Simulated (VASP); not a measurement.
Input of a VASP 6.6.1 run:

File POSCAR:

```
CsCl
1.0
    4.1406759294      0.0000000000      0.0000000000
    0.0000000000      4.1406759294      0.0000000000
    0.0000000000      0.0000000000      4.1406759294
Cs Cl
1 1
Direct
    0.0000000000      0.0000000000      0.0000000000
    0.5000000000      0.5000000000      0.5000000000
```

The input INCAR.step1:

```
ALGO     = Normal         # electronic algorithm
EDIFF    = 1E-5           # SCF threshold, eV
ENCUT    = 550            # plane-wave cutoff, eV
GGA      = PE             # functional
GGA_COMPAT= False        
ISMEAR   = 0              # smearing method
LASPH    = True           # aspherical terms in the spheres
LCHARG   = False          # write CHGCAR
LREAL    = False          # projectors in reciprocal space
LWAVE    = True           # write WAVECAR
NBANDS   = 15             # bands
NELM     = 120            # most SCF steps
PREC     = Accurate       # precision mode
SIGMA    = 0.01           # smearing width, eV
```

Contents of INCAR.step2:

```
ALGO     = Normal         # electronic algorithm
EDIFF    = 1E-6           # SCF threshold, eV
ENCUT    = 550            # plane-wave cutoff, eV
GGA_COMPAT= False        
ISIF     = 2              # what is computed and relaxed
ISMEAR   = 0              # smearing method
ISTART   = 1            
LASPH    = True           # aspherical terms in the spheres
LCHARG   = True           # write CHGCAR
LELF     = True           # ELF
LMIXTAU  = True         
LREAL    = False          # projectors in reciprocal space
LVHAR    = True         
LWAVE    = False          # write WAVECAR
METAGGA  = R2SCAN         # meta-GGA
NBANDS   = 15             # bands
NELM     = 120            # most SCF steps
PREC     = Accurate       # precision mode
SIGMA    = 0.01           # smearing width, eV
```

KPOINTS

```
k-points
0
Gamma
  4 4 4
```

Potentials or basis: VASP PAW PBE potentials, release 64 (Cs_sv, Cl).

Command:

```bash
$ cat potpaw_PBE.64/Cs_sv/POTCAR potpaw_PBE.64/Cl/POTCAR > POTCAR
$ cp INCAR.step1 INCAR
$ mpirun -np 1 vasp_std > vasp.out
$ cp INCAR.step2 INCAR
$ mpirun -np 1 vasp_std > vasp.out
```

**Question.** Estimate the pressure.

**Answer.** 0.0 GPa.

**Question.** What does it give for the band gap on the k mesh?

**Answer.** 5.91 eV, direct.

Caveat: the PAW data sets were made with another functional, which shifts forces and pressure a little; spin-orbit coupling is left out, which moves the levels of the heavy elements. r2SCAN opens gaps a little over a GGA but as a rule still falls short of measured ones.
